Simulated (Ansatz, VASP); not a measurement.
# Two plane-wave programs on BN

The input INCAR:

```
  ALGO = Normal
  EDIFF = 1E-7
  EDIFFG = -0.04
  ENCUT = 1330
  GGA = PE
  GGA_COMPAT = False
  IBRION = 2
  ISIF = 3
  ISMEAR = 0
  LASPH = True
  LCHARG = False
  LREAL = False
  LWAVE = False
  NELM = 120
  NELMIN = 4
  NSW = 90
  PREC = Accurate
  SIGMA = 0.1
```

File KPOINTS:

```
k-points
0
Gamma
  8 8 8
```

POSCAR

```
BN
1.0
    0.0000000000      2.7311586800      2.9079228400
    1.3638167500      0.0000000000      2.9079228400
    1.3638167500      2.7311586800      0.0000000000
B N
1 1
Direct
    0.0000000000      0.0000000000      0.0000000000
    0.5000000000      0.5000000000      0.5000000000
```

Input for Ansatz:

```yaml
crystal:
  lattice:
    - [0.0, 2.73115868, 2.90792284]
    - [1.36381675, 0.0, 2.90792284]
    - [1.36381675, 2.73115868, 0.0]
  atoms:
    - { symbol: B, position: [0.0, 0.0, 0.0] }
    - { symbol: "N", position: [0.5, 0.5, 0.5] }
basis:
  ecutwfc: 420
kpoints:
  mp_grid: { grid: [8, 8, 8] }
hamiltonian:
  xc: pbe
scf:
  occupations: { method: gaussian, width: 0.1 }
  lower_state_search: "off"
output:
  forces: true
  stress: true
  eigenvalues: true
relax:
  adjacent_minimum: "off"
  f_tol: 0.04
  max_steps: 70
  cell: { stress_tol: 0.4 }
```

Alike in both runs: task relaxation of cell and atoms; functional PBE; k mesh 8 × 8 × 8; occupations gaussian, width 0.1 eV; no spin polarisation.

|  | VASP | Ansatz |
| --- | --- | --- |
| version | VASP 6.6.1 | Ansatz 0.2.0 |
| potentials or method | VASP PAW PBE potentials, release 64 (B_h, N_h), cutoff 1330 eV | scalar-relativistic, plane waves, PAW |
| valence electrons in the cell | 8 | 8 |

|  | VASP | Ansatz | Ansatz less VASP |
| --- | --- | --- | --- |
| gap on the k mesh at the Fermi level, each at its own relaxed structure (eV) | 3.79 | 3.83 | +0.040 |
| relaxed volume (Å³/atom) | 16.50 | 17.85 | +1.353 |
| relaxed length of the cell vector where the two differ most in proportion (Å) | 3.731 | 3.934 | +0.2030 |

One of these differences is far larger than is usual between the two programs; its cause wasn't traced.

Noted on VASP's run: the volume moved by over 15 % at a fixed basis, so the end points are rough.
